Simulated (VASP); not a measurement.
# AlN (P6_3mc) in VASP: a series of runs

AlN is run at these levels: LDA; tasks: single point, relaxation of cell and atoms.

Program: VASP 6.6.1. These are calculated values, not measurements. Logs are shortened: lines on timing, memory, paths and dates and some standing lists are left out, and cuts for length are marked.

**What was measured.**

“Self-assembly of well-separated AlN nanowires directly on sputtered metallic TiN films”, 2019, arxiv:1910.07391 quotes, for a bulk crystal of AlN at 10 K: band gap 6.034 eV (an exciton energy, a little under the gap).

The runs below are set against these values where they give the same quantity.

### 1 The cell of the first run

The structure is hexagonal, space group P6_3mc (No. 186). The conventional cell has a = 3.089 Å, b = 3.089 Å, c = 4.943 Å, α = 90.00°, β = 90.00°, γ = 120.00°. Al (site symmetry 3m) has 4 N at 1.88 to 1.89 Å within 2.5 Å. Within 2.5 Å of N (site symmetry 3m) lie 4 Al at 1.88 to 1.89 Å.

### 2 Single point, LDA

Contents of INCAR:

```
ALGO = Normal
EDIFF = 1E-7
ENCUT = 520
ISIF = 2
ISMEAR = 0
LASPH = T
LCHARG = F
LREAL = F
LWAVE = F
NBANDS = 16
NELM = 100
PREC = Accurate
SIGMA = 0.02
```

Contents of KPOINTS:

```
k-points
0
Gamma
  9 9 6
```

Contents of POSCAR:

```
AlN
1.0
    3.0887565793      0.0000000000      0.0000000000
   -1.5443782896      2.6749416638      0.0000000000
    0.0000000000      0.0000000000      4.9433143169
Al N
2 2
Direct
    0.3333333333      0.6666666667     -0.0009915986
    0.6666666667      0.3333333333      0.4990084014
    0.3333333333      0.6666666667      0.3809915986
    0.6666666667      0.3333333333      0.8809915986
```

Potentials or basis: VASP PAW LDA potentials, release 64 (Al, N).

Command:

```
> cat potpaw_LDA.64/Al/POTCAR potpaw_LDA.64/N/POTCAR > POTCAR
> mpirun -np 1 vasp_std > vasp.out
```

OUTCAR:

```text
EDIFF = 1E-7
   ENCUT = 520
   ISIF = 2
   ISMEAR = 0
   LASPH = T
   LREAL = F
   NELM = 100
   PREC = Accurate

 ion  position               nearest neighbor table
   1  0.333  0.667  0.999-   4 1.88   4 1.88   4 1.88   3 1.89   2 3.05   2 3.05   2 3.05   2 3.05
                             2 3.05   2 3.05
   2  0.667  0.333  0.499-   3 1.88   3 1.88   3 1.88   4 1.89   1 3.05   1 3.05   1 3.05   1 3.05
                             1 3.05   1 3.05
   3  0.333  0.667  0.381-   2 1.88   2 1.88   2 1.88   1 1.89
   4  0.667  0.333  0.881-   1 1.88   1 1.88   1 1.88   2 1.89

  LATTYP: Found a hexagonal cell.
 ALAT       =     3.0887565793
 C/A-ratio  =     1.6004221084

  Lattice vectors:

 A1 = (   3.0887565793,   0.0000000000,   0.0000000000)
 A2 = (  -1.5443782896,   2.6749416638,   0.0000000000)
 A3 = (   0.0000000000,   0.0000000000,   4.9433143169)

Analysis of symmetry for initial positions (statically):
=====================================================================
 Subroutine PRICEL returns:
 Original cell was already a primitive cell.

 Routine SETGRP: Setting up the symmetry group for a
 hexagonal supercell.

 Subroutine GETGRP returns: Found 12 space group operations
 (whereof  6 operations were pure point group operations)
 out of a pool of 24 trial point group operations.

The static configuration has the point symmetry C_3v.
 The point group associated with its full space group is C_6v.

Analysis of symmetry for dynamics (positions and initial velocities):
=====================================================================
 Subroutine PRICEL returns:
 Original cell was already a primitive cell.

 Routine SETGRP: Setting up the symmetry group for a
 hexagonal supercell.

 Subroutine GETGRP returns: Found 12 space group operations
 (whereof  6 operations were pure point group operations)
 out of a pool of 24 trial point group operations.

The dynamic configuration has the point symmetry C_3v.
 The point group associated with its full space group is C_6v.

 Subroutine INISYM returns: Found 12 space group operations
 (whereof  6 operations are pure point group operations),
 and found     1 'primitive' translations

[... 92 lines left out ...]
   ISPIN  =      1    spin polarized calculation?
   LNONCOLLINEAR =      F non collinear calculations
   LSORBIT =      F    spin-orbit coupling
   LASPH  =      T    aspherical Exc in radial PAW
   ENCUT  =  520.0 eV  38.22 Ry    6.18 a.u.   5.74  5.74  9.19*2*pi/ulx,y,z
   NELM   =    100;   NELMIN=  2; NELMDL= -5     # of ELM steps
   EDIFF  = 0.1E-06   stopping-criterion for ELM
   LREAL  =      F    real-space projection
   EDIFFG = 0.1E-05   stopping-criterion for IOM
   NSW    =      0    number of steps for IOM
   IBRION =     -1    ionic relax: 0-MD 1-quasi-New 2-CG
   NFREE  =      0    steps in history (QN), initial steepest desc. (CG)
   ISIF   =      2    stress and relaxation
   ISYM   =      2    0-nonsym 1-usesym 2-fastsym
   POTIM  = 0.5000    time-step for ionic-motion
   TEBEG  =    0.0;   TEEND  =   0.0 temperature during run
   PSTRESS=    0.0 pullay stress
   NELECT =      16.0000    total number of electrons
   NUPDOWN=      -1.0000    fix difference up-down
   EMIN   =  10.00;   EMAX   =-10.00  energy-range for DOS
   EFERMI =   0.00;   METHOD = LEGACY
   ISMEAR =     0;   SIGMA  =   0.02  broadening in eV -4-tet -1-fermi 0-gaus
   EFERMI_NEDOS =   21; number of points for ismear=-14 and -15
   IALGO  =     38    algorithm
   IMIX   =      4    mixing-type and parameters
     AMIX     =   0.40;   BMIX     =  1.00
     AMIX_MAG =   1.60;   BMIX_MAG =  1.00
  volume/ion in A,a.u.               =      10.21        68.91
  Fermi-wavevector in a.u.,A,eV,Ry     =   1.197869  2.263645 19.522874  1.434891
  Thomas-Fermi vector in A             =   2.333773
   LORBIT       =      0    0 simple, 1 ext, 2 COOP (PROOUT), +10 PAW based schemes
   GGA     = CA    functional components
   LHFCALC =     F    Hartree Fock is set to
   AEXX    =    0.0000 exact exchange contribution
   IVDW    =     0    specifies the selected vdW correction
   LEPSILON=     F    determine dielectric tensor
   LRPA    =     F    only Hartree local field effects (RPA)
 non-spin polarized calculation
 Gauss-broadening in eV      SIGMA  =   0.02
  energy-cutoff  :      520.00
  volume of cell :       40.84
 maximum number of plane-waves:      1118
 NGX is ok and might be reduce to    24
   NGX = 11   NGY = 11   NGZ = 19

 number of electron      15.9999997 magnetization

 Free energy of the ion-electron system (eV)
  ---------------------------------------------------
  ext. energy  EPLUGINS =         0.00000000
  ---------------------------------------------------
  free energy    TOTEN  =       -32.84104503 eV

  energy without entropy =      -32.84104503  energy(sigma->0) =      -32.84104503

 E-fermi :   6.2846     XC(G=0): -11.3431

 val. band max:        6.1145346251   @ k =   0.0000   0.0000   0.0000
 cond. band min:      10.5379313399   @ k =   0.0000   0.0000   0.0000
 fundamental gap:      4.4233967148
 Fermi energy:         6.2845503025

 k-point     1 :       0.0000    0.0000    0.0000
  band No.  band energies     occupation
      1      -9.0586      2.00000
      2      -6.7648      2.00000
      3      -0.0396      2.00000
      4       5.2245      2.00000
      5       5.2245      2.00000
      6       5.8860      2.00000
[... 433 lines left out ...]
      3       1.2513      2.00000
      4       1.8512      2.00000
      5       1.8512      2.00000
      6       3.3272      2.00000
[... 8 lines left out ...]
     15      19.1426      0.00000
     16      21.2724      0.00000

 [... further k-points ...]
[... 5 lines left out ...]
  --------------------------------------------------------------------------------------
  -------------------------------------------------------------------------------------
  Total        0.1638512      0.1638512      0.1579154      0.0000000      0.0000000     -0.0000000
  in kB        6.4275263      6.4275263      6.1946795      0.0000000      0.0000000     -0.0000000
  external PRESSURE =       6.3499107 kB  Pullay stress =       0.0000000 kB

 VOLUME and BASIS-vectors are now :
 -----------------------------------------------------------------------------
  energy-cutoff  :      520.00
  volume of cell :       40.84
      direct lattice vectors                 reciprocal lattice vectors
     3.088756579  0.000000000  0.000000000     0.323754875  0.186919964  0.000000000
    -1.544378290  2.674941664  0.000000000     0.000000000  0.373839928  0.000000000
     0.000000000  0.000000000  4.943314317     0.000000000  0.000000000  0.202293428

 POSITION                                       TOTAL-FORCE (eV/Angst)
 -----------------------------------------------------------------------------------
     -0.00000      1.78329      4.93841        -0.000000      0.000000     -0.000430
      1.54438      0.89165      2.46676        -0.000000     -0.000000     -0.000430
     -0.00000      1.78329      1.88336        -0.000000      0.000000      0.000430
      1.54438      0.89165      4.35502         0.000000      0.000000      0.000430
 -----------------------------------------------------------------------------------
    total drift:                               -0.000000      0.000000     -0.000732

  FREE ENERGIE OF THE ION-ELECTRON SYSTEM (eV)
  ---------------------------------------------------
  free  energy   TOTEN  =       -32.8410450258 eV

  energy  without entropy=      -32.8410450258  energy(sigma->0) =      -32.84104503
```

OSZICAR:

```text
N       E                     dE             d eps       ncg     rms          rms(c)
DAV:   1     0.359378947350E+02    0.35938E+02   -0.72769E+03  1536   0.892E+02
DAV:   2    -0.349318311450E+02   -0.70870E+02   -0.65186E+02  2144   0.178E+02
DAV:   3    -0.379720116960E+02   -0.30402E+01   -0.30324E+01  1896   0.374E+01
DAV:   4    -0.379871021729E+02   -0.15090E-01   -0.15090E-01  1928   0.317E+00
DAV:   5    -0.379872526457E+02   -0.15047E-03   -0.15047E-03  1920   0.308E-01    0.124E+01
DAV:   6    -0.329579462821E+02    0.50293E+01   -0.11449E+01  1608   0.241E+01    0.438E+00
DAV:   7    -0.329023392528E+02    0.55607E-01   -0.51428E-01  1864   0.473E+00    0.284E+00
DAV:   8    -0.328437594083E+02    0.58580E-01   -0.67920E-02  1608   0.219E+00    0.338E-01
DAV:   9    -0.328409464676E+02    0.28129E-02   -0.54083E-03  1928   0.529E-01    0.217E-01
DAV:  10    -0.328410918909E+02   -0.14542E-03   -0.56332E-04  1680   0.150E-01    0.107E-01
DAV:  11    -0.328410454325E+02    0.46458E-04   -0.83107E-05  1824   0.674E-02    0.189E-02
DAV:  12    -0.328410451155E+02    0.31701E-06   -0.14874E-06  1904   0.906E-03    0.471E-03
DAV:  13    -0.328410450138E+02    0.10169E-06   -0.59558E-07  1864   0.559E-03    0.105E-03
DAV:  14    -0.328410450258E+02   -0.11926E-07   -0.94725E-09   864   0.798E-04
   1 F= -.32841045E+02 E0= -.32841045E+02  d E =-.959964E-36
```

stdout:

```text
POSCAR found type information on POSCAR AlN
 POSCAR found :  2 types and       4 ions
 scaLAPACK will be used
 LDA part: xc-table for (Slater(with rela. corr.)+CA(PZ))
 , standard interpolation
 POSCAR, INCAR and KPOINTS ok, starting setup
 FFT: planning ... GRIDC
 FFT: planning ... GRID_SOFT
 FFT: planning ... GRID
 WAVECAR not read
 entering main loop
```

It took 17 s on 1 thread of AMD EPYC 9R45 (Zen 5), shared host; peak memory 0.12 GiB.

What came out:

```
Free energy            : -32.8410 eV
Pressure               : 0.6 GPa
Band gap on the k mesh : 4.42 eV, direct
```

### 3 Relaxation of cell and atoms, LDA

This run uses another cell than the first one, of 10.45 Å³/atom, 1.024 times its volume.

Contents of INCAR:

```
SYSTEM = AlN
  ALGO = Normal
  EDIFF = 1E-6
  EDIFFG = -0.005
  ENCUT = 600
  IBRION = 2
  ISIF = 3
  ISMEAR = 0
  LASPH = .True.
  LCHARG = .False.
  LREAL = .False.
  LWAVE = .False.
  NELM = 100
  NSW = 100
  PREC = Accurate
  SIGMA = 0.02
```

Contents of KPOINTS:

```
k-points
0
Gamma
  9 9 6
  0 0 0
```

Contents of POSCAR:

```
AlN
1.0
    3.1130000000      0.0000000000      0.0000000000
   -1.5565000000      2.6959370820      0.0000000000
    0.0000000000      0.0000000000      4.9810000000
Al N
2 2
Direct
    0.3333333333      0.6666666667      0.0000000000
    0.6666666667      0.3333333333      0.5000000000
    0.3333333333      0.6666666667      0.3800000000
    0.6666666667      0.3333333333      0.8800000000
```

Potentials or basis: VASP PAW LDA potentials, release 64 (Al, N).

Command:

```
> cat potpaw_LDA.64/Al/POTCAR potpaw_LDA.64/N/POTCAR > POTCAR
> mpirun -np 1 vasp_std > vasp.out
```

OUTCAR:

```text
SYSTEM = AlN
   EDIFF = 1E-6
   EDIFFG = -0.005
   ENCUT = 600
   IBRION = 2
   ISIF = 3
   ISMEAR = 0
   LASPH = .True.
   LREAL = .False.
   NELM = 100
   NSW = 100
   PREC = Accurate

 ion  position               nearest neighbor table
   1  0.333  0.667  0.000-   3 1.89   4 1.89   4 1.89   4 1.89   2 3.07   2 3.07   2 3.07   2 3.07
                             2 3.07   2 3.07
   2  0.667  0.333  0.500-   4 1.89   3 1.89   3 1.89   3 1.89   1 3.07   1 3.07   1 3.07   1 3.07
                             1 3.07   1 3.07
   3  0.333  0.667  0.380-   1 1.89   2 1.89   2 1.89   2 1.89
   4  0.667  0.333  0.880-   2 1.89   1 1.89   1 1.89   1 1.89

  LATTYP: Found a hexagonal cell.
 ALAT       =     3.1130000000
 C/A-ratio  =     1.6000642467

  Lattice vectors:

 A1 = (   3.1130000000,   0.0000000000,   0.0000000000)
 A2 = (  -1.5565000000,   2.6959370820,   0.0000000000)
 A3 = (   0.0000000000,   0.0000000000,   4.9810000000)

[... 464 lines left out ...]

 k-point     1 :       0.0000    0.0000    0.0000
  band No.  band energies     occupation
      1      -9.0683      2.00000
      2      -6.7829      2.00000
      3      -0.0533      2.00000
      4       5.2011      2.00000
      5       5.2011      2.00000
      6       5.8619      2.00000
      7       5.8619      2.00000
      8       6.0889      2.00000
      9      10.4906      0.00000
     10      12.7984      0.00000
     11      16.7243      0.00000
     12      17.1695      0.00000
[... 331 lines left out ...]
 k-point    24 :       0.3333    0.3333    0.1667
  band No.  band energies     occupation
      1      -6.3972      2.00000
      2      -6.3972      2.00000
      3       1.2376      2.00000
      4       1.8313      2.00000
      5       1.8313      2.00000
      6       3.3086      2.00000
      7       4.1699      2.00000
      8       4.1699      2.00000
      9      11.4068      0.00000
     10      14.3369      0.00000
     11      15.1966      0.00000
     12      15.1966      0.00000

 [... further k-points ...]
[... 5 lines left out ...]
  --------------------------------------------------------------------------------------
  -------------------------------------------------------------------------------------
  Total        0.0002451      0.0002451     -0.0029852      0.0000000      0.0000000      0.0000000
  in kB        0.0095893      0.0095893     -0.1168091      0.0000000      0.0000000      0.0000000
  external PRESSURE =      -0.0325435 kB  Pullay stress =       0.0000000 kB
[... 19 lines left out ...]
  FREE ENERGIE OF THE ION-ELECTRON SYSTEM (eV)
  ---------------------------------------------------
  free  energy   TOTEN  =       -32.8435151187 eV

  energy  without entropy=      -32.8435151187  energy(sigma->0) =      -32.84351512

 reached required accuracy - stopping structural energy minimisation
```

CONTCAR:

```text
AlN
   1.00000000000000
     3.0912583370537452    0.0000000000000000    0.0000000000000000
    -1.5456291685268726    2.6771082495676244    0.0000000000000000
     0.0000000000000000    0.0000000000000000    4.9476548811737429
  Al              N
     2     2
Direct
     0.3333333332999970    0.6666666667000030    0.9990187109609245
     0.6666666667000030    0.3333333332999970    0.4990187109609245
     0.3333333332999970    0.6666666667000030    0.3809812890390780
     0.6666666667000030    0.3333333332999970    0.8809812890390780

  0.00000000E+00  0.00000000E+00  0.00000000E+00
  0.00000000E+00  0.00000000E+00  0.00000000E+00
  0.00000000E+00  0.00000000E+00  0.00000000E+00
  0.00000000E+00  0.00000000E+00  0.00000000E+00
```

It took 48 s on 1 thread of AMD EPYC 9R45 (Zen 5), shared host; peak memory 0.13 GiB.

What came out:

```yaml
Free_energy: -32.8435 eV
Relaxed_volume: 10.24 Å³/atom
Relaxed_cell: a = 3.091 Å, b = 3.091 Å, c = 4.948 Å, α = 90.00°, β = 90.00°, γ = 120.00°
Space_group_after_relaxing_to_0.05_Å: P6_3mc (No. 186)
Energy_gained_by_relaxing: 3.2 meV/atom
Ionic_steps: 8
Pressure_after_relaxing: 0.0 GPa
Band_gap_on_the_k_mesh: 4.40 eV, direct
```

Step by step:
```
step  energy change (eV)  largest force (eV/Å)  pressure (GPa)  volume (Å³)
   1              0.0000                0.1194           -4.21        41.80
   2             -0.0009                0.0854            4.30        40.16
   3             -0.0124                0.0200           -0.04        40.96
   4             -0.0124                0.0180            0.06        40.94
   5             -0.0126                0.0112            0.08        40.93
   6             -0.0126                0.0047            0.09        40.93
   7             -0.0126                0.0053           -0.09        40.96
   8             -0.0126                0.0003            0.00        40.94
```

Final structure:
```
Al N
1.0
     3.09126    0.00000    0.00000
    -1.54563    2.67711    0.00000
     0.00000    0.00000    4.94765
Al N
2 2
Direct
  0.33333 0.66667 0.99902
  0.66667 0.33333 0.49902
  0.33333 0.66667 0.38098
  0.66667 0.33333 0.88098
```

Levels at points of the mesh, in eV from the valence-band top:
| k point | band 6 | band 7 | band 8 | band 9 | band 10 | band 11 |
| --- | --- | --- | --- | --- | --- | --- |
| (0.00, 0.00, 0.00) | -0.23 | -0.23 | 0.00 | 4.40 | 6.71 | 10.64 |
| (0.00, 0.00, 0.50) | -0.57 | -0.57 | -0.57 | 6.59 | 6.59 | 10.30 |

A k mesh can miss the band edges. A hybrid or GW would open this gap; LDA tends to underestimate it.

### 4 Comparison with measurements

Step 2. Measured gap of AlN: 6.034 eV (an exciton energy, a little under the gap; 10 K; quoted in “Self-assembly of well-separated AlN nanowires directly on sputtered metallic TiN films”, 2019, arxiv:1910.07391). This calculation gives 4.42 eV (-1.61 eV). 2 values of this kind are on record (6.034 to 6.0343 eV); this one was drawn at random. The value is that of LDA on a finite k mesh, which can miss the band edges, without temperature or zero-point motion. Semilocal functionals fall short of measured gaps as a rule.
